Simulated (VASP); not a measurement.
# Ba (P6/mmm) in VASP: a series of runs, part 2 of 2

VASP 6.6.1. The steps go on from the part before.

## 3. Single point, r2SCAN (61.14 Å³/atom)

This run uses another cell than the first one, of 61.14 Å³/atom.

POSCAR reads:

```
Ba
1.0
    7.1198886204      0.0000000000      0.0000000000
   -3.5599443102      6.1660044174      0.0000000000
    0.0000000000      0.0000000000      4.1782169192
Ba
3
Direct
    1.0000000000      0.0000000000      1.0000000000
    0.3333333333      0.6666666667      0.5000000000
    0.6666666667      0.3333333333      0.5000000000
```

INCAR.step1 reads:

```
ALGO = Normal
EDIFF = 1E-4
ENCUT = 520
GGA = PE
ISMEAR = -1
LASPH = True
LCHARG = False
LREAL = False
LWAVE = True
NBANDS = 22
NELM = 80
PREC = Accurate
SIGMA = 0.1
```

INCAR.step2 reads:

```
ALGO = Normal
EDIFF = 1E-7
ENCUT = 520
ISIF = 2
ISMEAR = -1
ISTART = 1
LASPH = True
LCHARG = True
LELF = True
LMIXTAU = True
LREAL = False
LVHAR = True
LWAVE = False
METAGGA = R2SCAN
NBANDS = 22
NELM = 80
PREC = Accurate
SIGMA = 0.1
```

KPOINTS reads:

```
k-points
0
Gamma
  6 6 8
```

Potentials or basis: VASP PAW PBE potentials, release 64 (Ba_sv).

The run is started by

```bash
$ cat potpaw_PBE.64/Ba_sv/POTCAR > POTCAR
$ cp INCAR.step1 INCAR
$ mpirun -np 1 vasp_std > vasp.out
$ cp INCAR.step2 INCAR
$ mpirun -np 1 vasp_std > vasp.out
```

It took 6.9 min on 1 thread of Intel Xeon 6975P-C (Granite Rapids), shared host; peak memory 0.39 GiB.

It converged, with:

| Property | Result |
| --- | --- |
| Free energy | -79.1701 eV |
| Pressure | 0.8 GPa |
| Band gap on the k mesh | zero (bands 15 and 16 overlap by 0.60 eV) |

Levels at points of the mesh, in eV from the Fermi level:
```csv
k point,band 13,band 14,band 15,band 16,band 17,band 18
"(0.00, 0.00, 0.00)",-2.91,-0.24,0.48,0.48,0.56,0.56
"(0.50, 0.00, 0.00)",-1.57,-1.46,-0.90,0.76,0.90,0.99
"(0.00, 0.00, 0.50)",-0.54,-0.46,-0.46,-0.10,-0.10,-0.09
"(0.50, 0.00, 0.50)",-0.74,-0.55,-0.26,0.19,0.49,0.71
```

Caveat: the PAW data sets were made with another functional, which shifts forces and pressure a little; spin-orbit coupling is left out, which moves the levels of the heavy elements.

## 4. Single point, r2SCAN (63.80 Å³/atom)

This run uses another cell than the first one, of 63.80 Å³/atom.

POSCAR reads:

```
Ba
1.0
    7.2216150587      0.0000000000      0.0000000000
   -3.6108075293      6.2541020972      0.0000000000
    0.0000000000      0.0000000000      4.2379137977
Ba
3
Direct
    1.0000000000      0.0000000000      1.0000000000
    0.3333333333      0.6666666667      0.5000000000
    0.6666666667      0.3333333333      0.5000000000
```

INCAR.step1 reads:

```
ALGO = Normal ; EDIFF = 1E-4
ENCUT = 520 ; GGA = PE
ISMEAR = -1 ; LASPH = T
LCHARG = F ; LREAL = F
LWAVE = T ; NBANDS = 22
NELM = 100 ; PREC = Accurate
SIGMA = 0.1
```

INCAR.step2 reads:

```
ALGO = Normal ; EDIFF = 1E-7
ENCUT = 520 ; ISIF = 2
ISMEAR = -1 ; ISTART = 1
LASPH = T ; LCHARG = F
LMIXTAU = T ; LREAL = F
LWAVE = F ; METAGGA = R2SCAN
NBANDS = 22 ; NELM = 100
PREC = Accurate ; SIGMA = 0.1
```

KPOINTS is that of step 3.

The run is started by

```bash
$ cat potpaw_PBE.64/Ba_sv/POTCAR > POTCAR
$ cp INCAR.step1 INCAR
$ mpirun -np 1 vasp_std > vasp.out
$ cp INCAR.step2 INCAR
$ mpirun -np 1 vasp_std > vasp.out
```

Run time: 6.3 min. Hardware: 1 thread of Intel Xeon 6975P-C (Granite Rapids), shared host; peak memory 0.39 GiB.

Results (log left out):

- Free energy: -79.1992 eV
- Pressure: 0.4 GPa
- Band gap on the k mesh: zero (bands 15 and 16 overlap by 0.59 eV)

Levels at points of the mesh, in eV from the Fermi level:
| k point | band 13 | band 14 | band 15 | band 16 | band 17 | band 18 |
| --- | --- | --- | --- | --- | --- | --- |
| (0.00, 0.00, 0.00) | -2.90 | -0.22 | 0.43 | 0.43 | 0.51 | 0.51 |
| (0.50, 0.00, 0.00) | -1.61 | -1.51 | -0.88 | 0.75 | 0.90 | 0.98 |
| (0.00, 0.00, 0.50) | -0.60 | -0.40 | -0.40 | -0.16 | -0.08 | -0.08 |
| (0.50, 0.00, 0.50) | -0.71 | -0.55 | -0.23 | 0.21 | 0.44 | 0.67 |

Caveat: the PAW data sets were made with another functional, which shifts forces and pressure a little; spin-orbit coupling is left out, which moves the levels of the heavy elements.

## 5. Single point, r2SCAN (66.46 Å³/atom)

This run uses another cell than the first one, of 66.46 Å³/atom.

POSCAR reads:

```
Ba
1.0
    7.3205535869      0.0000000000      0.0000000000
   -3.6602767934      6.3397853760      0.0000000000
    0.0000000000      0.0000000000      4.2959746262
Ba
3
Direct
    1.0000000000      0.0000000000      1.0000000000
    0.3333333333      0.6666666667      0.5000000000
    0.6666666667      0.3333333333      0.5000000000
```

INCAR.step1 reads:

```
SYSTEM = Ba
  ALGO = Normal
  EDIFF = 1E-4
  ENCUT = 520
  GGA = PE
  ISMEAR = -1
  LASPH = .True.
  LCHARG = .False.
  LREAL = .False.
  LWAVE = .True.
  NBANDS = 22
  NELM = 100
  PREC = Accurate
  SIGMA = 0.1
```

INCAR.step2 reads:

```
SYSTEM = Ba
  ALGO = Normal
  EDIFF = 1E-6
  ENCUT = 520
  ISIF = 2
  ISMEAR = -1
  ISTART = 1
  LASPH = .True.
  LCHARG = .False.
  LMIXTAU = .True.
  LREAL = .False.
  LWAVE = .False.
  METAGGA = R2SCAN
  NBANDS = 22
  NELM = 100
  PREC = Accurate
  SIGMA = 0.1
```

KPOINTS reads:

```
k-points
0
Gamma
  6 6 8
  0 0 0
```

Potentials or basis: VASP PAW PBE potentials, release 64 (Ba_sv).

The run is started by

```bash
$ cat potpaw_PBE.64/Ba_sv/POTCAR > POTCAR
$ cp INCAR.step1 INCAR
$ mpirun -np 1 vasp_std > vasp.out
$ cp INCAR.step2 INCAR
$ mpirun -np 1 vasp_std > vasp.out
```

OUTCAR:

```text
SYSTEM = Ba
   EDIFF = 1E-6
   ENCUT = 520
   ISIF = 2
   ISMEAR = -1
   ISTART = 1
   LASPH = .True.
   LREAL = .False.
   METAGGA = R2SCAN
   NELM = 100
   PREC = Accurate

 ion  position               nearest neighbor table
   1  0.000  0.000  0.000-   2 4.74   3 4.74   2 4.74   3 4.74   2 4.74   2 4.74   3 4.74   3 4.74
                             3 4.74   3 4.74   2 4.74   2 4.74
   2  0.333  0.667  0.500-   3 4.23   3 4.23   3 4.23   1 4.74   1 4.74   1 4.74   1 4.74   1 4.74
                             1 4.74
   3  0.667  0.333  0.500-   2 4.23   2 4.23   2 4.23   1 4.74   1 4.74   1 4.74   1 4.74   1 4.74
                             1 4.74

  LATTYP: Found a hexagonal cell.
[... 797 lines left out ...]
  --------------------------------------------------------------------------------------
  -------------------------------------------------------------------------------------
  Total        0.0304673      0.0304673      0.0834738      0.0000000     -0.0000000     -0.0000000
  in kB        0.2448295      0.2448295      0.6707811      0.0000000     -0.0000000     -0.0000000
  external PRESSURE =       0.3868134 kB  Pullay stress =       0.0000000 kB

 VOLUME and BASIS-vectors are now :
 -----------------------------------------------------------------------------
  energy-cutoff  :      520.00
  volume of cell :      199.38
      direct lattice vectors                 reciprocal lattice vectors
     7.320553587  0.000000000  0.000000000     0.136601691  0.078867023  0.000000000
    -3.660276793  6.339785376  0.000000000     0.000000000  0.157734046  0.000000000
     0.000000000  0.000000000  4.295974626     0.000000000  0.000000000  0.232776049

 POSITION                                       TOTAL-FORCE (eV/Angst)
 -----------------------------------------------------------------------------------
      0.00000      0.00000      0.00000        -0.000000     -0.000000      0.000000
     -0.00000      4.22652      2.14799        -0.000000      0.000000      0.000000
      3.66028      2.11326      2.14799         0.000000     -0.000000      0.000000
 -----------------------------------------------------------------------------------
    total drift:                                0.000000      0.000000      0.000000

  FREE ENERGIE OF THE ION-ELECTRON SYSTEM (eV)
  ---------------------------------------------------
  free  energy   TOTEN  =       -79.2097190763 eV

  energy  without entropy=      -79.0354100764  energy(sigma->0) =      -79.12256458
```

OSZICAR.step1:

```text
N       E                     dE             d eps       ncg     rms          rms(c)
DAV:   1     0.235892672683E+03    0.23589E+03   -0.11911E+04  1540   0.112E+03
DAV:   2     0.124303193856E+02   -0.22346E+03   -0.21858E+03  2134   0.214E+02
DAV:   3    -0.479441918633E+01   -0.17225E+02   -0.16925E+02  2196   0.650E+01
DAV:   4    -0.563950222897E+01   -0.84508E+00   -0.84177E+00  2442   0.122E+01
DAV:   5    -0.565068870804E+01   -0.11186E-01   -0.11182E-01  1962   0.146E+00    0.272E+00
DAV:   6    -0.565065919730E+01    0.29511E-04   -0.15996E-02  2312   0.876E-01    0.161E+00
DAV:   7    -0.565226257395E+01   -0.16034E-02   -0.17748E-02  1846   0.126E+00    0.869E-02
DAV:   8    -0.565264758013E+01   -0.38501E-03   -0.83376E-04  2494   0.149E-01    0.549E-02
DAV:   9    -0.565275244624E+01   -0.10487E-03   -0.67624E-05  1318   0.452E-02    0.128E-02
DAV:  10    -0.565276639614E+01   -0.13950E-04   -0.16550E-05  1112   0.278E-02
   1 F= -.56527664E+01 E0= -.55607628E+01  d E =-.184007E+00
```

It took 3.8 min on 1 thread of Intel Xeon 6975P-C (Granite Rapids), shared host; peak memory 0.4 GiB.

Results:

* Free energy: -79.2097 eV
* Pressure: 0.0 GPa
* Band gap on the k mesh: zero (bands 15 and 16 overlap by 0.60 eV)

Caveat: the PAW data sets were made with another functional, which shifts forces and pressure a little; spin-orbit coupling is left out, which moves the levels of the heavy elements.

## 6. Summary

```csv
cell,gap on the mesh (eV),pressure (GPa)
"a = 7.015, b = 7.015, c = 4.117 Å, angles 90.0, 90.0, 120.0°, 3 atoms",none,1.3
"a = 7.120, b = 7.120, c = 4.178 Å, angles 90.0, 90.0, 120.0°, 3 atoms",none,0.8
"a = 7.222, b = 7.222, c = 4.238 Å, angles 90.0, 90.0, 120.0°, 3 atoms",none,0.4
"a = 7.321, b = 7.321, c = 4.296 Å, angles 90.0, 90.0, 120.0°, 3 atoms",none,0.0
```

Alike in all rows: task single point; level r2SCAN; potentials or basis VASP PAW PBE potentials, release 64 (Ba_sv); no spin polarisation; k mesh 6 × 6 × 8; cutoff (eV) 520; smearing fermi-dirac 0.1 eV.

Caveats: the PAW data sets were made with another functional, which shifts forces and pressure a little; spin-orbit coupling is left out, which moves the levels of the heavy elements.

Total energies depend on the potentials used, so only differences within one code and one set of settings carry meaning.
